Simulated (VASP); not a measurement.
Set up this calculation in VASP 6.6.1, as the native input.

| Property | Result |
| --- | --- |
| Task | single point |
| Functional | PBE |
| Potentials or basis | VASP PAW PBE potentials, release 64 (Ir, O) |
| Cutoff | 520 eV |
| k mesh | 12 × 12 × 12 |
| Occupations | fermi-dirac, width 0.0612256 eV |
| Spin | no spin polarisation |
| Dipole correction | no |
| Further INCAR settings | ALGO = Normal; EDIFF = 1e-07; NBANDS = 47 |

The structure of Ir2O3 lies in POSCAR:

```
Ir2O3
1.0
    4.7747799545      0.0000000000      0.0000000000
    0.0000000000      4.7747799545      0.0000000000
    0.0000000000      0.0000000000      4.7747799545
Ir O
4 6
Direct
    0.2500000000      0.2500000000      0.2500000000
    0.7500000000      0.7500000000      0.2500000000
    0.7500000000      0.2500000000      0.7500000000
    0.2500000000      0.7500000000      0.7500000000
    0.5000000000      0.0000000000      0.0000000000
    0.0000000000      0.5000000000      0.0000000000
    0.0000000000      0.0000000000      0.5000000000
    0.5000000000      0.5000000000      0.0000000000
    0.5000000000      0.0000000000      0.5000000000
    0.0000000000      0.5000000000      0.5000000000
```

The input as run:

INCAR

```
SYSTEM = Ir2O3
PREC     = Accurate       ! precision mode
ENCUT    = 520            ! plane-wave cutoff, eV
EDIFF    = 1E-7           ! SCF threshold, eV
ISMEAR   = -1             ! smearing method
SIGMA    = 0.06122561905347299 ! smearing width, eV
LREAL    = .False.        ! projectors in reciprocal space
LASPH    = .True.         ! aspherical terms in the spheres
NELM     = 80             ! most SCF steps
ALGO     = Normal         ! electronic algorithm
ISIF     = 2              ! what is computed and relaxed
LWAVE    = .False.        ! write WAVECAR
LCHARG   = .False.        ! write CHGCAR
GGA      = PE             ! functional
NBANDS   = 47             ! bands
```

KPOINTS

```
regular mesh
0
Gamma
  12 12 12
  0 0 0
```

Potentials or basis: VASP PAW PBE potentials, release 64 (Ir, O).

The run is started by

```bash
$ cat potpaw_PBE.64/Ir/POTCAR potpaw_PBE.64/O/POTCAR > POTCAR
$ mpirun -np 1 vasp_std > vasp.out
```

It gave:

```
Pressure               : 7.0 GPa
Band gap on the k mesh : 0.28 eV
```

Caveat: the cell stands under pressure; spin-orbit coupling is left out, which moves the levels of the heavy elements.

Wall time 4.5 min on 1 thread of Intel(R) Xeon(R) 6975P-C (Granite Rapids) (shared host), peak memory 0.42 GiB.
